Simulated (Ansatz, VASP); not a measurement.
Two plane-wave programs on Te

File INCAR:

```
SYSTEM = Te
PREC     = Accurate       ! precision mode
ENCUT    = 520            ! plane-wave cutoff, eV
EDIFF    = 1E-6           ! SCF threshold, eV
ISMEAR   = -1             ! smearing method
SIGMA    = 0.1            ! smearing width, eV
LREAL    = .False.        ! projectors in reciprocal space
LASPH    = .True.         ! aspherical terms in the spheres
NELM     = 80             ! most SCF steps
ALGO     = Normal         ! electronic algorithm
ISIF     = 2              ! what is computed and relaxed
LWAVE    = .False.        ! write WAVECAR
LCHARG   = .False.        ! write CHGCAR
GGA      = PE             ! functional
NBANDS   = 16             ! bands
```

KPOINTS

```
regular mesh
0
Gamma
  8 8 11
  0 0 0
```

File POSCAR:

```
Te
1.0
    5.3136093417      0.0000000000      0.0000000000
   -2.6568046709      4.6017206757      0.0000000000
    0.0000000000      0.0000000000      3.1373964224
Te
3
Direct
    1.0000000000      0.0000000000      0.0000000000
    0.3333333333      0.6666666667      0.5000000000
    0.6666666667      0.3333333333      0.5000000000
```

Input for Ansatz:

```yaml
crystal:
  lattice:
    - [5.3136093417, 0.0, 0.0]
    - [-2.6568046709, 4.6017206757, 0.0]
    - [0.0, 0.0, 3.1373964224]
  atoms:
    - { symbol: Te, position: [1.0, 0.0, 0.0] }
    - { symbol: Te, position: [0.3333333333, 0.6666666667, 0.5] }
    - { symbol: Te, position: [0.6666666667, 0.3333333333, 0.5] }
hamiltonian:
  xc: pbe
  pseudopotentials:
    kind: paw
    azcp:
      Te: "pseudopotentials/Te.paw.azcp"
basis:
  ecutwfc: 420
  fft_grid_basis: typed
kpoints:
  mp_grid: { grid: [8, 8, 11], shift: [0, 0, 0] }
magnetization:
  spin_polarized: false
scf:
  occupations: { method: fermi_dirac, width: 0.1 }
  lower_state_search: "off"
output:
  stress: true
```

Alike in both runs: task single point; functional PBE; k mesh 8 × 8 × 11; occupations fermi-dirac, width 0.1 eV; no spin polarisation.

|  | VASP | Ansatz |
| --- | --- | --- |
| version | VASP 6.6.1 | Ansatz 0.2.0 |
| potentials or method | VASP PAW PBE potentials, release 64 (Te), cutoff 520 eV | plane waves (420 eV) with PAW, scalar-relativistic |
| valence electrons in the cell | 18 | 48 |

```tsv
	VASP	Ansatz	Ansatz less VASP
pressure (GPa)	8.8	8.9	+0.09
traceless stress, the component that is largest in VASP (GPa)	-1.79	-1.79	0.000
```

VASP's potentials hold 18 valence electrons a cell and Ansatz's 48, so a difference there can come from the potentials and not from the codes.

Neither program's run includes spin-orbit coupling.
